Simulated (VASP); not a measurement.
# InP (F-43m) in VASP: further runs

Runs on InP. Level: PBE. Tasks: single point.

All numbers are computed with VASP 6.6.1; they aren't measurements. Logs are shortened: lines on timing, memory, paths and dates and some standing lists are left out, and cuts for length are marked.

### Step 1. The cell of the first run

It takes space group F-43m (No. 216, cubic). Conventional cell: a = 6.077 Å, b = 6.077 Å, c = 6.077 Å, α = 90.00°, β = 90.00°, γ = 90.00°. In (site symmetry -43m) has 4 P at 2.63 Å within 3.5 Å. P (site symmetry -43m) has 4 In at 2.63 Å within 3.5 Å.

### Step 2. Single point, PBE (volume scaled by 1.06)

Input file INCAR:

```
PREC = Accurate
ENCUT = 520
EDIFF = 1E-6
ISMEAR = 0
SIGMA = 0.02
LREAL = F
LASPH = T
NELM = 80
ALGO = Normal
ISIF = 2
LWAVE = F
LCHARG = F
GGA = PE
NBANDS = 16
```

Input file KPOINTS:

```
regular mesh
0
Gamma
  10 10 10
```

Input file POSCAR:

```
InP
1.0
    0.0000000000      3.0384810877      3.0384810877
    3.0384810877      0.0000000000      3.0384810877
    3.0384810877      3.0384810877      0.0000000000
In P
1 1
Direct
    0.0000000000      0.0000000000      0.0000000000
    0.2500000000      0.2500000000      0.2500000000
```

Potentials or basis: VASP PAW PBE potentials, release 64 (In_d, P).

Command:

```bash
cat potpaw_PBE.64/In_d/POTCAR potpaw_PBE.64/P/POTCAR > POTCAR
mpirun -np 1 vasp_std > vasp.out
```

OUTCAR:

```text
PREC = Accurate
   ENCUT = 520
   EDIFF = 1E-6
   ISMEAR = 0
   LREAL = F
   LASPH = T
   NELM = 80
   ISIF = 2
   GGA = PE

 ion  position               nearest neighbor table
   1  0.000  0.000  0.000-   2 2.63   2 2.63   2 2.63   2 2.63
   2  0.250  0.250  0.250-   1 2.63   1 2.63   1 2.63   1 2.63

  LATTYP: Found a face centered cubic cell.
 ALAT       =     6.0769621754

  Lattice vectors:

 A1 = (   0.0000000000,   3.0384810877,   3.0384810877)
 A2 = (   3.0384810877,   0.0000000000,   3.0384810877)
 A3 = (   3.0384810877,   3.0384810877,   0.0000000000)

Analysis of symmetry for initial positions (statically):
=====================================================================
 Subroutine PRICEL returns:
 Original cell was already a primitive cell.

 Routine SETGRP: Setting up the symmetry group for a
 face centered cubic supercell.

 Subroutine GETGRP returns: Found 24 space group operations
 (whereof 24 operations were pure point group operations)
 out of a pool of 48 trial point group operations.

The static configuration has the point symmetry T_d .

Analysis of symmetry for dynamics (positions and initial velocities):
=====================================================================
 Subroutine PRICEL returns:
 Original cell was already a primitive cell.

 Routine SETGRP: Setting up the symmetry group for a
 face centered cubic supercell.

 Subroutine GETGRP returns: Found 24 space group operations
 (whereof 24 operations were pure point group operations)
 out of a pool of 48 trial point group operations.

The dynamic configuration has the point symmetry T_d .

 Subroutine INISYM returns: Found 24 space group operations
 (whereof 24 operations are pure point group operations),
 and found     1 'primitive' translations

----------------------------------------------------------------------------------------

                                     Primitive cell

  volume of cell :      56.1047

  direct lattice vectors                    reciprocal lattice vectors
     0.000000000  3.038481088  3.038481088    -0.164555903  0.164555903  0.164555903
     3.038481088  0.000000000  3.038481088     0.164555903 -0.164555903  0.164555903
     3.038481088  3.038481088  0.000000000     0.164555903  0.164555903 -0.164555903

  length of vectors
     4.297061163  4.297061163  4.297061163     0.285019185  0.285019185  0.285019185

  position of ions in fractional coordinates (direct lattice)
     0.000000000  0.000000000  0.000000000
     0.250000000  0.250000000  0.250000000

  ion indices of the primitive-cell ions
   primitive index   ion index
                 1           1
                 2           2

----------------------------------------------------------------------------------------

 KPOINTS: regular mesh

Automatic generation of k-mesh.
 Grid dimensions read from file:
 generate k-points for:   10   10   10

 Generating k-lattice:

  Cartesian coordinates                     Fractional coordinates (reciprocal lattice)
    -0.016455590  0.016455590  0.016455590     0.100000000  0.000000000  0.000000000
     0.016455590 -0.016455590  0.016455590     0.000000000  0.100000000  0.000000000
     0.016455590  0.016455590 -0.016455590     0.000000000  0.000000000  0.100000000

  Length of vectors
     0.028501919  0.028501919  0.028501919

  Shift w.r.t. Gamma in fractional coordinates (k-lattice)
     0.000000000  0.000000000  0.000000000

 Subroutine IBZKPT returns following result:
 ===========================================

 Found     47 irreducible k-points:

 Following reciprocal coordinates:
            Coordinates               Weight
  0.000000  0.000000  0.000000      1.000000
  0.100000  0.000000  0.000000      8.000000
  0.200000  0.000000  0.000000      8.000000
  0.300000  0.000000  0.000000      8.000000
  0.400000  0.000000  0.000000      8.000000
  0.500000  0.000000  0.000000      4.000000
[... 16 lines left out ...]
  0.300000  0.300000  0.000000      6.000000
  0.400000  0.300000  0.000000     24.000000
 [... further k-points ...]
   k-points           NKPTS =     47   k-points in BZ     NKDIM =     47   number of bands    NBANDS=     16
   number of dos      NEDOS =    301   number of ions     NIONS =      2
   total plane-waves  NPLWV =  32768
   dimension x,y,z NGX =    32 NGY =   32 NGZ =   32
   dimension x,y,z NGXF=    64 NGYF=   64 NGZF=   64
   ions per type =               1   1
   NGX,Y,Z   is equivalent  to a cutoff of  12.38, 12.38, 12.38 a.u.
   NGXF,Y,Z  is equivalent  to a cutoff of  24.76, 24.76, 24.76 a.u.
 SYSTEM =  unknown system
   PREC   = accura    normal or accurate (medium, high low for compatibility)
   ISTART =      0    job   : 0-new  1-cont  2-samecut
   ICHARG =      2    charge: 1-file 2-atom 10-const
   ISPIN  =      1    spin polarized calculation?
   LNONCOLLINEAR =      F non collinear calculations
   LSORBIT =      F    spin-orbit coupling
   LASPH  =      T    aspherical Exc in radial PAW
   ENCUT  =  520.0 eV  38.22 Ry    6.18 a.u.   7.99  7.99  7.99*2*pi/ulx,y,z
   NELM   =     80;   NELMIN=  2; NELMDL= -5     # of ELM steps
   EDIFF  = 0.1E-05   stopping-criterion for ELM
   LREAL  =      F    real-space projection
   EDIFFG = 0.1E-04   stopping-criterion for IOM
   NSW    =      0    number of steps for IOM
   IBRION =     -1    ionic relax: 0-MD 1-quasi-New 2-CG
   NFREE  =      0    steps in history (QN), initial steepest desc. (CG)
   ISIF   =      2    stress and relaxation
   ISYM   =      2    0-nonsym 1-usesym 2-fastsym
   POTIM  = 0.5000    time-step for ionic-motion
   TEBEG  =    0.0;   TEEND  =   0.0 temperature during run
   PSTRESS=    0.0 pullay stress
   NELECT =      18.0000    total number of electrons
   NUPDOWN=      -1.0000    fix difference up-down
   EMIN   =  10.00;   EMAX   =-10.00  energy-range for DOS
   EFERMI =   0.00;   METHOD = LEGACY
   ISMEAR =     0;   SIGMA  =   0.02  broadening in eV -4-tet -1-fermi 0-gaus
   EFERMI_NEDOS =   21; number of points for ismear=-14 and -15
   IALGO  =     38    algorithm
   IMIX   =      4    mixing-type and parameters
     AMIX     =   0.40;   BMIX     =  1.00
     AMIX_MAG =   1.60;   BMIX_MAG =  1.00
  volume/ion in A,a.u.               =      28.05       189.31
  Fermi-wavevector in a.u.,A,eV,Ry     =   1.120725  2.117864 17.089257  1.256025
  Thomas-Fermi vector in A             =   2.257374
   LORBIT       =      0    0 simple, 1 ext, 2 COOP (PROOUT), +10 PAW based schemes
   GGA     = PE    functional components
   LHFCALC =     F    Hartree Fock is set to
   AEXX    =    0.0000 exact exchange contribution
   IVDW    =     0    specifies the selected vdW correction
   LEPSILON=     F    determine dielectric tensor
   LRPA    =     F    only Hartree local field effects (RPA)
 non-spin polarized calculation
 Gauss-broadening in eV      SIGMA  =   0.02
  energy-cutoff  :      520.00
  volume of cell :       56.10
 maximum number of plane-waves:      1524
   NGX = 15   NGY = 15   NGZ = 15

 number of electron      17.9999991 magnetization

 Free energy of the ion-electron system (eV)
  ---------------------------------------------------
  ext. energy  EPLUGINS =         0.00000000
  ---------------------------------------------------
  free energy    TOTEN  =        -8.37602547 eV

  energy without entropy =       -8.37602546  energy(sigma->0) =       -8.37602547

 E-fermi :   4.1343     XC(G=0):  -8.8107

 val. band max:        4.0722513765   @ k =   0.0000   0.0000   0.0000
 cond. band min:       4.1928847364   @ k =   0.0000   0.0000   0.0000
 fundamental gap:      0.1206333599
 Fermi energy:         4.1343038457

 k-point     1 :       0.0000    0.0000    0.0000
  band No.  band energies     occupation
      1      -9.9407      2.00000
      2      -9.9407      2.00000
      3      -9.9407      2.00000
      4      -9.8359      2.00000
      5      -9.8359      2.00000
      6      -6.7577      2.00000
[... 8 lines left out ...]
     15      13.3426      0.00000
     16      13.3426      0.00000

 k-point     2 :       0.1000    0.0000    0.0000
  band No.  band energies     occupation
      1      -9.9483      2.00000
      2      -9.9374      2.00000
      3      -9.9374      2.00000
      4      -9.8359      2.00000
      5      -9.8359      2.00000
      6      -6.6616      2.00000
[... 8 lines left out ...]
     15      12.9054      0.00000
     16      12.9054      0.00000

 k-point     3 :       0.2000    0.0000    0.0000
  band No.  band energies     occupation
      1      -9.9678      2.00000
      2      -9.9293      2.00000
      3      -9.9293      2.00000
      4      -9.8351      2.00000
      5      -9.8351      2.00000
      6      -6.3863      2.00000
[... 8 lines left out ...]
     15      12.5208      0.00000
     16      13.1538      0.00000

 k-point     4 :       0.3000    0.0000    0.0000
  band No.  band energies     occupation
      1      -9.9911      2.00000
      2      -9.9209      2.00000
      3      -9.9209      2.00000
      4      -9.8324      2.00000
      5      -9.8324      2.00000
      6      -5.9800      2.00000
[... 8 lines left out ...]
     15      12.7650      0.00000
     16      12.8007      0.00000

 k-point     5 :       0.4000    0.0000    0.0000
  band No.  band energies     occupation
      1     -10.0096      2.00000
      2      -9.9156      2.00000
      3      -9.9156      2.00000
      4      -9.8285      2.00000
      5      -9.8285      2.00000
      6      -5.5616      2.00000
[... 8 lines left out ...]
     15      13.6362      0.00000
     16      13.6362      0.00000

 k-point     6 :       0.5000    0.0000    0.0000
  band No.  band energies     occupation
      1     -10.0166      2.00000
      2      -9.9140      2.00000
      3      -9.9140      2.00000
      4      -9.8267      2.00000
      5      -9.8267      2.00000
      6      -5.3654      2.00000
[... 8 lines left out ...]
     15      14.4382      0.00000
     16      14.4382      0.00000

 k-point     7 :       0.1000    0.1000    0.0000
  band No.  band energies     occupation
      1      -9.9545      2.00000
      2      -9.9342      2.00000
      3      -9.9342      2.00000
      4      -9.8384      2.00000
      5      -9.8336      2.00000
      6      -6.6296      2.00000
[... 8 lines left out ...]
     15      12.9147      0.00000
     16      13.4369      0.00000

 k-point     8 :       0.2000    0.1000    0.0000
  band No.  band energies     occupation
      1      -9.9710      2.00000
      2      -9.9274      2.00000
      3      -9.9259      2.00000
      4      -9.8403      2.00000
      5      -9.8314      2.00000
      6      -6.4138      2.00000
[... 8 lines left out ...]
     15      13.2591      0.00000
     16      13.7054      0.00000

 k-point     9 :       0.3000    0.1000    0.0000
  band No.  band energies     occupation
      1      -9.9912      2.00000
      2      -9.9202      2.00000
      3      -9.9170      2.00000
      4      -9.8399      2.00000
      5      -9.8285      2.00000
      6      -6.0482      2.00000
[... 8 lines left out ...]
     15      13.3389      0.00000
     16      13.6188      0.00000
[... 172 lines left out ...]
 k-point    19 :       0.5000    0.2000    0.0000
  band No.  band energies     occupation
      1     -10.0272      2.00000
      2      -9.9049      2.00000
      3      -9.8973      2.00000
      4      -9.8420      2.00000
      5      -9.8234      2.00000
      6      -5.2184      2.00000
[... 8 lines left out ...]
     15      14.5173      0.00000
     16      15.0728      0.00000

 k-point    20 :      -0.4000    0.2000    0.0000
  band No.  band energies     occupation
      1     -10.0247      2.00000
      2      -9.9069      2.00000
      3      -9.8992      2.00000
      4      -9.8358      2.00000
      5      -9.8287      2.00000
      6      -5.1645      2.00000
[... 8 lines left out ...]
     15      13.3333      0.00000
     16      14.9152      0.00000

 k-point    21 :      -0.3000    0.2000    0.0000
  band No.  band energies     occupation
      1     -10.0144      2.00000
      2      -9.9097      2.00000
      3      -9.9055      2.00000
      4      -9.8352      2.00000
      5      -9.8313      2.00000
      6      -5.4410      2.00000
[... 8 lines left out ...]
     15      13.8608      0.00000
     16      15.1819      0.00000

 k-point    22 :      -0.2000    0.2000    0.0000
  band No.  band energies     occupation
      1      -9.9987      2.00000
      2      -9.9155      2.00000
      3      -9.9140      2.00000
      4      -9.8387      2.00000
      5      -9.8299      2.00000
      6      -5.8405      2.00000
[... 8 lines left out ...]
     15      13.9080      0.00000
     16      14.8359      0.00000

 k-point    23 :       0.3000    0.3000    0.0000
  band No.  band energies     occupation
      1     -10.0268      2.00000
      2      -9.8950      2.00000
      3      -9.8950      2.00000
      4      -9.8556      2.00000
      5      -9.8204      2.00000
      6      -5.7137      2.00000
[... 8 lines left out ...]
     15      14.1184      0.00000
     16      16.2414      0.00000

 k-point    24 :       0.4000    0.3000    0.0000
  band No.  band energies     occupation
      1     -10.0403      2.00000
      2      -9.8886      2.00000
      3      -9.8865      2.00000
      4      -9.8578      2.00000
      5      -9.8179      2.00000
      6      -5.3763      2.00000
[... 8 lines left out ...]
     15      14.5008      0.00000
     16      16.1238      0.00000

 [... further k-points ...]

------------------------ aborting loop because EDIFF is reached ----------------------------------------

  FORCE on cell =-STRESS in cart. coord.  units (eV):
  Direction    XX          YY          ZZ          XY          YZ          ZX
  --------------------------------------------------------------------------------------
  -------------------------------------------------------------------------------------
  Total       -1.0752945     -1.0752945     -1.0752945     -0.0000000     -0.0000000      0.0000000
  in kB      -30.7070707    -30.7070707    -30.7070707     -0.0000000     -0.0000000      0.0000000
  external PRESSURE =     -30.7070707 kB  Pullay stress =       0.0000000 kB

 VOLUME and BASIS-vectors are now :
 -----------------------------------------------------------------------------
  energy-cutoff  :      520.00
  volume of cell :       56.10
      direct lattice vectors                 reciprocal lattice vectors
     0.000000000  3.038481088  3.038481088    -0.164555903  0.164555903  0.164555903
     3.038481088  0.000000000  3.038481088     0.164555903 -0.164555903  0.164555903
     3.038481088  3.038481088  0.000000000     0.164555903  0.164555903 -0.164555903

 POSITION                                       TOTAL-FORCE (eV/Angst)
 -----------------------------------------------------------------------------------
      0.00000      0.00000      0.00000         0.000000      0.000000     -0.000000
      1.51924      1.51924      1.51924        -0.000000     -0.000000      0.000000
 -----------------------------------------------------------------------------------
    total drift:                               -0.000000     -0.000000     -0.000000

  FREE ENERGIE OF THE ION-ELECTRON SYSTEM (eV)
  ---------------------------------------------------
  free  energy   TOTEN  =        -8.3760254691 eV

  energy  without entropy=       -8.3760254647  energy(sigma->0) =       -8.37602547
```

It took 53 s on 1 thread of Intel Xeon 6975P-C, shared host; peak memory 0.2 GiB.

Results:

* Free energy: -8.3760 eV
* Pressure: -3.1 GPa
* Band gap on the k mesh: 0.12 eV, direct

Levels at points of the mesh, in eV from the valence-band top:
| k point | band 6 | band 7 | band 8 | band 9 | band 10 | band 11 | band 12 | band 13 |
| --- | --- | --- | --- | --- | --- | --- | --- | --- |
| (0.00, 0.00, 0.00) | -10.83 | 0.00 | 0.00 | 0.00 | 0.12 | 4.07 | 4.07 | 4.07 |
| (0.50, 0.00, 0.00) | -9.44 | -5.20 | -0.82 | -0.82 | 1.24 | 4.78 | 4.78 | 6.83 |
| (0.50, 0.50, 0.00) | -8.90 | -5.31 | -1.98 | -1.98 | 1.93 | 2.24 | 8.57 | 8.87 |

Caveat: spin-orbit coupling is left out, which moves the levels of the heavy elements.

[end of part 1 of 2]
